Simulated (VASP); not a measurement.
Input of a VASP 6.6.1 run:

File INCAR:

```
ALGO     = Normal         # electronic algorithm
EDIFF    = 1E-7           # SCF threshold, eV
ENCUT    = 520            # plane-wave cutoff, eV
GGA      = PE             # functional
ISIF     = 2              # what is computed and relaxed
ISMEAR   = 0              # smearing method
LASPH    = T              # aspherical terms in the spheres
LCHARG   = T              # write CHGCAR
LELF     = T              # ELF
LREAL    = F              # projectors in reciprocal space
LVHAR    = T            
LWAVE    = F              # write WAVECAR
NBANDS   = 73             # bands
NELM     = 100            # most SCF steps
PREC     = Accurate       # precision mode
SIGMA    = 0.1            # smearing width, eV
```

KPOINTS

```
k-points
0
Gamma
  8 8 2
```

The input POSCAR:

```
Ge4S
1.0
    3.8495617839      0.0000000000      0.0000000000
    0.0000000000      4.1068320056      0.0000000000
    0.0000000000      0.0000000000     16.0721594626
Ge S
8 2
Direct
    0.2500000000      0.0000000000      0.6830990092
    0.2500000000      0.5000000000      0.7711164506
    0.7500000000      0.0000000000      0.9533177621
    0.7500000000      0.5000000000      0.8643618300
    0.2500000000      0.0000000000      0.0466822379
    0.2500000000      0.5000000000      0.1356381700
    0.7500000000      0.0000000000      0.3169009908
    0.7500000000      0.5000000000      0.2288835494
    0.7500000000      0.0000000000      0.6001909567
    0.2500000000      0.0000000000      0.3998090433
```

Potentials or basis: VASP PAW PBE potentials, release 64 (Ge_d, S).

Command:

```console
$ cat potpaw_PBE.64/Ge_d/POTCAR potpaw_PBE.64/S/POTCAR > POTCAR
$ mpirun -np 1 vasp_std > vasp.out
```

Task: Predict the pressure.

Result: -0.1 GPa.

Task: Estimate the band gap on the k mesh.

Result: Zero (bands 62 and 63 overlap by 0.38 eV).

Task: Estimate the largest force.

Result: 0.011 eV/Å.

Forces in eV/Å, atoms in the order of the input:
```
Ge   0.000  0.000 -0.004
Ge   0.000  0.000 -0.004
Ge   0.000  0.000  0.001
Ge   0.000  0.000 -0.001
Ge   0.000  0.000 -0.001
Ge   0.000  0.000  0.001
Ge   0.000  0.000  0.004
Ge   0.000  0.000  0.004
S    0.000  0.000  0.011
S    0.000  0.000 -0.011
```

Caveat: this functional lacks dispersion, which binds layers or chains, so the pressure and a relaxed spacing across them are unreliable.
